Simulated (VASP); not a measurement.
Wanted: the native input for a VASP 6.6.1 run.

- Task: single point
- Functional: LDA
- Potentials or basis: VASP PAW LDA potentials, release 64 (Ta_pv, N)
- Cutoff: 520 eV
- k mesh: 4 × 4 × 7
- Occupations: gaussian, width 0.05 eV
- Spin: collinear spin, ferromagnetic start
- Starting moments: [2.0, 2.0, 2.0, 0.0, 0.0, 0.0] μB
- Hubbard terms: Ta d U = 4.0 eV
- Dipole correction: no
- Further INCAR settings: ALGO = Normal; EDIFF = 1e-07; NBANDS = 37

The structure of TaN lies in POSCAR:

```
TaN
1.0
    5.1850002000      0.0000000000      0.0000000000
   -2.5925001000      4.4903418900      0.0000000000
    0.0000000000      0.0000000000      2.9080005300
Ta N
3 3
Direct
    0.0000000000      0.0000000000      0.0000000000
    0.3333333333      0.6666666667      0.5000000000
    0.6666666667      0.3333333333      0.5000000000
    0.5000000000      0.0000000000      0.0000000000
    0.5000000000      0.5000000000      0.0000000000
    0.0000000000      0.5000000000      0.0000000000
```

One way to write it, as run:

INCAR

```
PREC = Accurate ; ENCUT = 520
EDIFF = 1E-7 ; ISMEAR = 0
SIGMA = 0.05 ; LREAL = F
LASPH = T ; NELM = 150
ALGO = Normal ; ISIF = 2
LWAVE = F ; LCHARG = F
ISPIN = 2 ; MAGMOM = 2 2 2 0 0 0
LORBIT = 11 ; LMAXMIX = 4
LDAU = T ; LDAUTYPE = 2
LDAUL = 2 -1 ; LDAUU = 4 0
LDAUJ = 0 0 ; LDAUPRINT = 1
GGA = CA ; NBANDS = 37
```

KPOINTS

```
regular mesh
0
Gamma
  4 4 7
```

Potentials or basis: VASP PAW LDA potentials, release 64 (Ta_pv, N).

Launch:

```sh
$ cat potpaw_LDA.64/Ta_pv/POTCAR potpaw_LDA.64/N/POTCAR > POTCAR
$ mpirun -np 1 vasp_std > vasp.out
```

It gave:

- Pressure: 9.0 GPa
- Band gap on the k mesh: zero (filled and empty bands overlap)
- Net moment: 0.00 μB per cell
- Valence electrons inside the program's atomic spheres: Ta 8.55, 8.97; N 3.80

Caveat: spin-orbit coupling is left out, which moves the levels of the heavy elements.

It took 32 s on 1 thread of Intel(R) Xeon(R) 6975P-C (Granite Rapids), on a shared host, peak memory 0.2 GiB.
